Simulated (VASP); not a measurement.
Crystal: MgB (CsCl type).

```
CELL_PARAMETERS angstrom
2.89310 0.00000 0.00000
0.00000 2.89310 0.00000
0.00000 0.00000 2.89310
ATOMIC_POSITIONS crystal
B 0.00000 0.00000 0.00000
Mg 0.50000 0.50000 0.50000
```

Base run:

| Quantity | Value |
| --- | --- |
| Program | VASP 6.6.1 |
| Functional | r2SCAN |
| Potentials or basis | VASP PAW PBE potentials, release 64 (B, Mg) |
| Cutoff | 660 eV |
| k mesh | 11 × 11 × 11 |
| Occupations | fermi-dirac, width 0.05 eV |
| Spin | no spin polarisation |

Its results: pressure -1.4 GPa.

Task: The run is repeated on the same cell with these changes: functional from r2SCAN to PBEsol; cutoff from 660 eV to 600 eV. What comes out?

Result: Pressure -2.0 GPa.

Caveats: the PAW data sets were made with another functional, which shifts forces and pressure a little.
